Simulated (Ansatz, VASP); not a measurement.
**BP: VASP beside Ansatz**

Contents of INCAR:

```
SYSTEM = BP
PREC = Accurate ; ENCUT = 520
EDIFF = 1E-7 ; ISMEAR = -1
SIGMA = 0.05 ; LREAL = .FALSE.
LASPH = .TRUE. ; NELM = 100
ALGO = Normal ; ISIF = 2
LWAVE = .FALSE. ; LCHARG = .TRUE.
GGA = RE ; LELF = .TRUE.
LVHAR = .TRUE. ; NBANDS = 11
```

The input KPOINTS:

```
regular mesh
0
G
  10 10 10
  0 0 0
```

File POSCAR:

```
BP
1.0
    0.0000000000      2.2690000000      2.2690000000
    2.2690000000      0.0000000000      2.2690000000
    2.2690000000      2.2690000000      0.0000000000
P B
1 1
Direct
    0.7500000000      0.7500000000      0.7500000000
    0.0000000000      0.0000000000      0.0000000000
```

File input.yaml:

```yaml
crystal:
  lattice:
    - [0.0, 2.269, 2.269]
    - [2.269, 0.0, 2.269]
    - [2.269, 2.269, 0.0]
  atoms:
    - { symbol: P, position: [0.75, 0.75, 0.75] }
    - { symbol: B, position: [0.0, 0.0, 0.0] }
kpoints:
  mp_grid: { grid: [10, 10, 10] }
  band_path:
    path:
      - [0.0, 0.0, 0.0]
      - [0.5, 0.0, 0.5]
      - [0.5, 0.25, 0.75]
      - [0.375, 0.375, 0.75]
      - [0.0, 0.0, 0.0]
      - [0.5, 0.5, 0.5]
      - [0.625, 0.25, 0.625]
      - [0.5, 0.25, 0.75]
    npoints: 12
scf:
  occupations: { method: fermi_dirac, width: 0.05 }
hamiltonian:
  xc: revpbe
  pseudopotentials: { kind: all_electron, lapw: { basis_error: 0.001 } }
output:
  forces: true
  stress: true
  eigenvalues: true
```

Alike in both runs: functional revPBE; k mesh 10 × 10 × 10; occupations fermi-dirac, width 0.05 eV; no spin polarisation.

|  | VASP | Ansatz |
| --- | --- | --- |
| version | VASP 6.6.1 | Ansatz 0.2.0 |
| potentials or method | VASP PAW PBE potentials, release 64 (P, B), cutoff 520 eV | all-electron LAPW, scalar-relativistic |
| task | single point | band structure |

|  | VASP | Ansatz | Ansatz less VASP |
| --- | --- | --- | --- |
| gap on the k mesh at the Fermi level (eV) | 1.24 | 1.26 | +0.015 |
| least direct gap on the mesh (eV) | 3.39 | 3.41 | +0.013 |
| pressure (GPa) | 2.9 | 3.2 | +0.36 |

VASP's potentials were made for PBE, not for revPBE. Ansatz ran all-electron here, and VASP with PAW potentials.
